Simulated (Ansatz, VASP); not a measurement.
# Two plane-wave programs on BaS

File INCAR:

```
PREC     = Accurate       # precision mode
ENCUT    = 520            # plane-wave cutoff, eV
EDIFF    = 1E-6           # SCF threshold, eV
ISMEAR   = 0              # smearing method
SIGMA    = 0.01           # smearing width, eV
LREAL    = False          # projectors in reciprocal space
LASPH    = True           # aspherical terms in the spheres
NELM     = 80             # most SCF steps
ALGO     = Normal         # electronic algorithm
ISIF     = 2              # what is computed and relaxed
LWAVE    = False          # write WAVECAR
LCHARG   = False          # write CHGCAR
GGA      = PE             # functional
NBANDS   = 24             # bands
```

The input KPOINTS:

```
Automatic mesh
0
Gamma
  6 6 4
```

The input POSCAR:

```
BaS
1.0
    4.4463680211      0.0000000000      0.0000000000
   -2.2231840106      3.8506676609      0.0000000000
    0.0000000000      0.0000000000      7.8041166939
Ba S
2 2
Direct
    0.0000000000      0.0000000000      0.0000000000
    0.0000000000      0.0000000000      0.5000000000
    0.3333333333      0.6666666667      0.2500000000
    0.6666666667      0.3333333333      0.7500000000
```

Input for Ansatz:

```yaml
crystal:
  lattice:
    - [4.4463680211, 0.0, 0.0]
    - [-2.2231840106, 3.8506676609, 0.0]
    - [0.0, 0.0, 7.8041166939]
  atoms:
    - { symbol: Ba, position: [0.0, 0.0, 0.0] }
    - { symbol: Ba, position: [0.0, 0.0, 0.5] }
    - { symbol: S, position: [0.3333333333, 0.6666666667, 0.25] }
    - { symbol: S, position: [0.6666666667, 0.3333333333, 0.75] }
kpoints:
  mp_grid: { grid: [6, 6, 4] }
hamiltonian:
  xc: pbe
scf:
  occupations: { method: fixed }
  n_extra_bands: 5
output:
  forces: true
  stress: true
  eigenvalues: true
```

Alike in both runs: task single point; functional PBE; k mesh 6 × 6 × 4; no spin polarisation.

|  | VASP | Ansatz |
| --- | --- | --- |
| version | VASP 6.6.1 | Ansatz 0.2.0 |
| potentials or method | VASP PAW PBE potentials, release 64 (Ba_sv, S) | plane waves, PAW |
| plane-wave cutoff (eV) | 520 | 420 |
| occupations | gaussian, width 0.01 eV | fixed |
| valence electrons in the cell | 32 | 32 |

Ansatz gave:

| Property | Result |
| --- | --- |
| gap on the k mesh at the Fermi level (eV) | 2.42 |
| pressure (GPa) | 0.0 |
| traceless stress, the component that is largest in VASP (GPa) | 0.01 |

Estimate VASP's values.

gap on the k mesh at the Fermi level (eV): 2.32; pressure (GPa): 0.6; traceless stress, the component that is largest in VASP (GPa): 0.11.

Spin-orbit coupling is off throughout.
